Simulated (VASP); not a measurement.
A run of VASP 6.6.1 is set up as follows.

The input INCAR:

```
  ALGO = Normal
  EDIFF = 1E-6
  ENCUT = 520
  GGA = PE
  ISIF = 2
  ISMEAR = -1
  LASPH = True
  LCHARG = True
  LELF = True
  LREAL = False
  LVHAR = True
  LWAVE = False
  NBANDS = 11
  NELM = 80
  PREC = Accurate
  SIGMA = 0.01
```

The input KPOINTS:

```
k-points
0
Gamma
  10 10 10
```

The input POSCAR:

```
MgO
1.0
    0.0000000000      2.0989540244      2.0989540244
    2.0989540244      0.0000000000      2.0989540244
    2.0989540244      2.0989540244      0.0000000000
Mg O
1 1
Direct
    0.0000000000      0.0000000000      0.0000000000
    0.5000000000      0.5000000000      0.5000000000
```

Potentials or basis: VASP PAW PBE potentials, release 64 (Mg, O).

Launch:

```bash
$ cat potpaw_PBE.64/Mg/POTCAR potpaw_PBE.64/O/POTCAR > POTCAR
$ mpirun -np 1 vasp_std > vasp.out
```

**Question.** What does it give for the band gap on the k mesh?

**Answer.** 4.83 eV, direct.

**Question.** Predict the pressure.

**Answer.** 5.7 GPa.
